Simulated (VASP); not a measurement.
# Hf (Pm-3m) in VASP: a series of runs

Aim: see how the results for Hf move with the level of theory and the settings. Levels: r2SCAN, PBE, PBE+D3(BJ). Tasks: single point.

Everything below comes from runs of VASP 6.6.1. Logs are shortened: lines on timing, memory, paths and dates and some standing lists are left out, and cuts for length are marked.

## 1. The cell of the first run

It takes space group Pm-3m (No. 221, cubic). Conventional cell: a = 2.914 Å, b = 2.914 Å, c = 2.914 Å, α = 90.00°, β = 90.00°, γ = 90.00°. Hf (site symmetry m-3m) has 6 Hf at 2.91 Å within 3.8 Å.

## 2. Single point, r2SCAN

Input file POSCAR:

```
Hf
1.0
    2.9138100000      0.0000000000      0.0000000000
    0.0000000000      2.9138100000      0.0000000000
    0.0000000000      0.0000000000      2.9138100000
Hf
1
Direct
    0.5000000000      0.5000000000      0.5000000000
```

Input file INCAR.step1:

```
SYSTEM = Hf
PREC = Accurate
ENCUT = 520
ISMEAR = -1
SIGMA = 0.05
LREAL = .FALSE.
LASPH = .TRUE.
NELM = 80
NBANDS = 11
GGA = PE
ALGO = Normal
EDIFF = 1E-4
LWAVE = .TRUE.
LCHARG = .FALSE.
```

Input file INCAR.step2:

```
SYSTEM = Hf
PREC = Accurate
ENCUT = 520
EDIFF = 1E-6
ISMEAR = -1
SIGMA = 0.05
LREAL = .FALSE.
LASPH = .TRUE.
NELM = 80
ALGO = Normal
ISIF = 2
LWAVE = .FALSE.
LCHARG = .FALSE.
METAGGA = R2SCAN
LMIXTAU = .TRUE.
NBANDS = 11
ISTART = 1
```

Input file KPOINTS:

```
regular mesh
0
G
  5 5 5
  0 0 0
```

Potentials or basis: VASP PAW PBE potentials, release 64 (Hf_pv).

Started as:

```bash
cat potpaw_PBE.64/Hf_pv/POTCAR > POTCAR
cp INCAR.step1 INCAR
mpirun -np 1 vasp_std > vasp.out
cp INCAR.step2 INCAR
mpirun -np 1 vasp_std > vasp.out
```

OUTCAR:

```text
SYSTEM = Hf
   PREC = Accurate
   ENCUT = 520
   EDIFF = 1E-6
   ISMEAR = -1
   LREAL = .FALSE.
   LASPH = .TRUE.
   NELM = 80
   ISIF = 2
   METAGGA = R2SCAN
   ISTART = 1

 ion  position               nearest neighbor table
   1  0.500  0.500  0.500-

  LATTYP: Found a simple cubic cell.
 ALAT       =     2.9138100000

  Lattice vectors:

 A1 = (   2.9138100000,   0.0000000000,   0.0000000000)
 A2 = (   0.0000000000,   2.9138100000,   0.0000000000)
 A3 = (   0.0000000000,   0.0000000000,   2.9138100000)

Analysis of symmetry for initial positions (statically):
=====================================================================
 Subroutine PRICEL returns:
 Original cell was already a primitive cell.

 Routine SETGRP: Setting up the symmetry group for a
 simple cubic supercell.

 Subroutine GETGRP returns: Found 48 space group operations
 (whereof 48 operations were pure point group operations)
 out of a pool of 48 trial point group operations.

The static configuration has the point symmetry O_h .

Analysis of symmetry for dynamics (positions and initial velocities):
=====================================================================
 Subroutine PRICEL returns:
 Original cell was already a primitive cell.

 Routine SETGRP: Setting up the symmetry group for a
 simple cubic supercell.

 Subroutine GETGRP returns: Found 48 space group operations
 (whereof 48 operations were pure point group operations)
 out of a pool of 48 trial point group operations.

The dynamic configuration has the point symmetry O_h .

 Subroutine INISYM returns: Found 48 space group operations
 (whereof 48 operations are pure point group operations),
 and found     1 'primitive' translations

----------------------------------------------------------------------------------------

                                     Primitive cell

  volume of cell :      24.7391

  direct lattice vectors                    reciprocal lattice vectors
     2.913810000  0.000000000  0.000000000     0.343193276  0.000000000  0.000000000
     0.000000000  2.913810000  0.000000000     0.000000000  0.343193276  0.000000000
     0.000000000  0.000000000  2.913810000     0.000000000  0.000000000  0.343193276

  length of vectors
     2.913810000  2.913810000  2.913810000     0.343193276  0.343193276  0.343193276

  position of ions in fractional coordinates (direct lattice)
     0.500000000  0.500000000  0.500000000

  ion indices of the primitive-cell ions
   primitive index   ion index
                 1           1

----------------------------------------------------------------------------------------

 KPOINTS: regular mesh

Automatic generation of k-mesh.
 Grid dimensions read from file:
 generate k-points for:    5    5    5

 Generating k-lattice:

  Cartesian coordinates                     Fractional coordinates (reciprocal lattice)
     0.068638655  0.000000000  0.000000000     0.200000000  0.000000000  0.000000000
     0.000000000  0.068638655  0.000000000     0.000000000  0.200000000  0.000000000
     0.000000000  0.000000000  0.068638655     0.000000000  0.000000000  0.200000000

  Length of vectors
     0.068638655  0.068638655  0.068638655

  Shift w.r.t. Gamma in fractional coordinates (k-lattice)
     0.000000000  0.000000000  0.000000000

 Subroutine IBZKPT returns following result:
 ===========================================

 Found     10 irreducible k-points:

 Following reciprocal coordinates:
            Coordinates               Weight
  0.000000  0.000000  0.000000      1.000000
  0.200000  0.000000  0.000000      6.000000
  0.400000  0.000000  0.000000      6.000000
  0.200000  0.200000  0.000000     12.000000
  0.400000  0.200000  0.000000     24.000000
  0.400000  0.400000  0.000000     12.000000
  0.200000  0.200000  0.200000      8.000000
  0.400000  0.200000  0.200000     24.000000
  0.400000  0.400000  0.200000     24.000000
  0.400000  0.400000  0.400000      8.000000
   k-points           NKPTS =     10   k-points in BZ     NKDIM =     10   number of bands    NBANDS=     11
   number of dos      NEDOS =    301   number of ions     NIONS =      1
   total plane-waves  NPLWV =  13824
   dimension x,y,z NGX =    24 NGY =   24 NGZ =   24
   dimension x,y,z NGXF=    48 NGYF=   48 NGZF=   48
   ions per type =               1
   NGX,Y,Z   is equivalent  to a cutoff of  13.69, 13.69, 13.69 a.u.
   NGXF,Y,Z  is equivalent  to a cutoff of  27.39, 27.39, 27.39 a.u.
 SYSTEM =  Hf
   PREC   = accura    normal or accurate (medium, high low for compatibility)
   ISTART =      1    job   : 0-new  1-cont  2-samecut
   ICHARG =      0    charge: 1-file 2-atom 10-const
   ISPIN  =      1    spin polarized calculation?
   LNONCOLLINEAR =      F non collinear calculations
   LSORBIT =      F    spin-orbit coupling
   LASPH  =      T    aspherical Exc in radial PAW
   ENCUT  =  520.0 eV  38.22 Ry    6.18 a.u.   5.42  5.42  5.42*2*pi/ulx,y,z
   NELM   =     80;   NELMIN=  2; NELMDL=  0     # of ELM steps
   EDIFF  = 0.1E-05   stopping-criterion for ELM
   LREAL  =      F    real-space projection
   EDIFFG = 0.1E-04   stopping-criterion for IOM
   NSW    =      0    number of steps for IOM
   IBRION =     -1    ionic relax: 0-MD 1-quasi-New 2-CG
   NFREE  =      0    steps in history (QN), initial steepest desc. (CG)
   ISIF   =      2    stress and relaxation
   ISYM   =      2    0-nonsym 1-usesym 2-fastsym
   POTIM  = 0.5000    time-step for ionic-motion
   TEBEG  =    0.0;   TEEND  =   0.0 temperature during run
   PSTRESS=    0.0 pullay stress
   NELECT =      10.0000    total number of electrons
   NUPDOWN=      -1.0000    fix difference up-down
   EMIN   =  10.00;   EMAX   =-10.00  energy-range for DOS
   EFERMI =   0.00;   METHOD = LEGACY
   ISMEAR =    -1;   SIGMA  =   0.05  broadening in eV -4-tet -1-fermi 0-gaus
   EFERMI_NEDOS =   21; number of points for ismear=-14 and -15
   IALGO  =     38    algorithm
   IMIX   =      4    mixing-type and parameters
     AMIX     =   0.40;   BMIX     =  1.00
     AMIX_MAG =   1.60;   BMIX_MAG =  1.00
  volume/ion in A,a.u.               =      24.74       166.95
  Fermi-wavevector in a.u.,A,eV,Ry     =   1.210450  2.287419 19.935117  1.465190
  Thomas-Fermi vector in A             =   2.345997
   LORBIT       =      0    0 simple, 1 ext, 2 COOP (PROOUT), +10 PAW based schemes
   METAGGA = R2SCAN    functional components
   LHFCALC =     F    Hartree Fock is set to
   AEXX    =    0.0000 exact exchange contribution
   IVDW    =     0    specifies the selected vdW correction
   LEPSILON=     F    determine dielectric tensor
   LRPA    =     F    only Hartree local field effects (RPA)
 non-spin polarized calculation
  energy-cutoff  :      520.00
  volume of cell :       24.74
 maximum number of plane-waves:       691
 NGX is ok and might be reduce to    24
   NGX = 11   NGY = 11   NGZ = 11

 number of electron      10.0000004 magnetization

 Free energy of the ion-electron system (eV)
  ---------------------------------------------------
  ext. energy  EPLUGINS =         0.00000000
  ---------------------------------------------------
  free energy    TOTEN  =       -43.87411884 eV

  energy without entropy =      -43.86420915  energy(sigma->0) =      -43.86916400

 E-fermi :   3.8351     XC(G=0): -11.6244

 val. band max:        3.7556981168   @ k =   0.2000   0.2000   0.0000
 cond. band min:       3.9972892460   @ k =   0.2000   0.2000   0.2000
 fundamental gap:      0.2415911292
 Fermi energy:         3.8350802916

 k-point     1 :       0.0000    0.0000    0.0000
  band No.  band energies     occupation
      1     -27.4933      2.00000
      2     -27.4933      2.00000
      3     -27.4933      2.00000
      4      -3.1433      2.00000
      5       2.1795      2.00000
      6       2.1795      2.00000
      7      10.5060      0.00000
      8      10.5060      0.00000
      9      10.5060      0.00000
     10      15.5233      0.00000
     11      17.3162      0.00000

 k-point     2 :       0.2000    0.0000    0.0000
  band No.  band energies     occupation
      1     -27.8398      2.00000
      2     -27.4643      2.00000
      3     -27.4643      2.00000
      4      -2.1362      2.00000
      5       2.4771      2.00000
      6       3.0471      2.00000
      7       8.9405      0.00000
      8       8.9405      0.00000
      9      10.6277      0.00000
     10      13.9726      0.00000
     11      15.5235      0.00000

 k-point     3 :       0.4000    0.0000    0.0000
  band No.  band energies     occupation
      1     -28.3653      2.00000
      2     -27.4171      2.00000
      3     -27.4171      2.00000
      4      -0.0747      2.00000
      5       3.0237      2.00000
      6       3.6151      1.97575
      7       7.2671      0.00000
      8       7.2671      0.00000
      9      10.8326      0.00000
     10      13.0453      0.00000
     11      15.5234      0.00000

 k-point     4 :       0.2000    0.2000    0.0000
  band No.  band energies     occupation
      1     -27.8187      2.00000
      2     -27.7904      2.00000
      3     -27.4359      2.00000
      4      -1.1619      2.00000
      5       2.9773      2.00000
      6       3.7557      1.66057
      7       7.1561      0.00000
      8       8.9019      0.00000
      9       9.4109      0.00000
     10      15.5241      0.00000
     11      15.5934      0.00000
[... 43 lines left out ...]
 k-point     8 :       0.4000    0.2000    0.2000
  band No.  band energies     occupation
      1     -28.2793      2.00000
      2     -27.7258      2.00000
      3     -27.7023      2.00000
      4       1.5252      2.00000
      5       3.5811      1.98764
      6       4.5635      0.00000
      7       5.5153      0.00000
      8       7.9505      0.00000
      9       8.8302      0.00000
     10      14.4599      0.00000
     11      15.5235      0.00000

 k-point     9 :       0.4000    0.4000    0.2000
  band No.  band energies     occupation
      1     -28.2144      2.00000
      2     -28.2049      2.00000
      3     -27.6602      2.00000
      4       1.5209      2.00000
      5       4.0144      0.05391
      6       4.8420      0.00000
      7       5.6031      0.00000
      8       9.3345      0.00000
      9       9.6977      0.00000
     10      14.6885      0.00000
     11      15.5062      0.00000

 k-point    10 :       0.4000    0.4000    0.4000
  band No.  band energies     occupation
      1     -28.1520      2.00000
      2     -28.1393      2.00000
      3     -28.1393      2.00000
      4       2.2416      2.00000
      5       2.9998      2.00000
      6       2.9998      2.00000
      7       9.8968      0.00000
      8       9.8968      0.00000
      9      11.0937      0.00000
     10      12.4884      0.00000
     11      15.5235      0.00000

------------------------ aborting loop because EDIFF is reached ----------------------------------------

  FORCE on cell =-STRESS in cart. coord.  units (eV):
  Direction    XX          YY          ZZ          XY          YZ          ZX
  --------------------------------------------------------------------------------------
  -------------------------------------------------------------------------------------
  Total       -0.0703292     -0.0703292     -0.0703292      0.0000000      0.0000000     -0.0000000
  in kB       -4.5547323     -4.5547323     -4.5547323      0.0000000      0.0000000     -0.0000000
  external PRESSURE =      -4.5547323 kB  Pullay stress =       0.0000000 kB

 VOLUME and BASIS-vectors are now :
 -----------------------------------------------------------------------------
  energy-cutoff  :      520.00
  volume of cell :       24.74
      direct lattice vectors                 reciprocal lattice vectors
     2.913810000  0.000000000  0.000000000     0.343193276  0.000000000  0.000000000
     0.000000000  2.913810000  0.000000000     0.000000000  0.343193276  0.000000000
     0.000000000  0.000000000  2.913810000     0.000000000  0.000000000  0.343193276

 POSITION                                       TOTAL-FORCE (eV/Angst)
 -----------------------------------------------------------------------------------
      1.45690      1.45690      1.45690         0.000000      0.000000      0.000000
 -----------------------------------------------------------------------------------
    total drift:                                0.000000     -0.000000     -0.000000

  FREE ENERGIE OF THE ION-ELECTRON SYSTEM (eV)
  ---------------------------------------------------
  free  energy   TOTEN  =       -43.8741188445 eV

  energy  without entropy=      -43.8642091520  energy(sigma->0) =      -43.86916400
```

It took 10 s on 1 thread of Intel Xeon Platinum 8375C at 2.90GHz (Ice Lake), shared host; peak memory 0.14 GiB.

Results:

- Free energy: -43.8741 eV
- Pressure: -0.5 GPa
- Band gap on the k mesh: zero (band 5 reaches 4.01 eV, above the bottom of band 6 at 2.18 eV)

Levels at points of the mesh, in eV from the Fermi level:
| k point | band 1 | band 2 | band 3 | band 4 | band 5 | band 6 | band 7 | band 8 | band 9 | band 10 |
| --- | --- | --- | --- | --- | --- | --- | --- | --- | --- | --- |
| (0.00, 0.00, 0.00) | -31.33 | -31.33 | -31.33 | -6.98 | -1.66 | -1.66 | 6.67 | 6.67 | 6.67 | 11.69 |

Caveat: the k points lie up to 0.43 Å⁻¹ apart; the PAW data sets were made with another functional, which shifts forces and pressure a little; spin-orbit coupling is left out, which moves the levels of the heavy elements.

(Continued in part 2 of 2.)
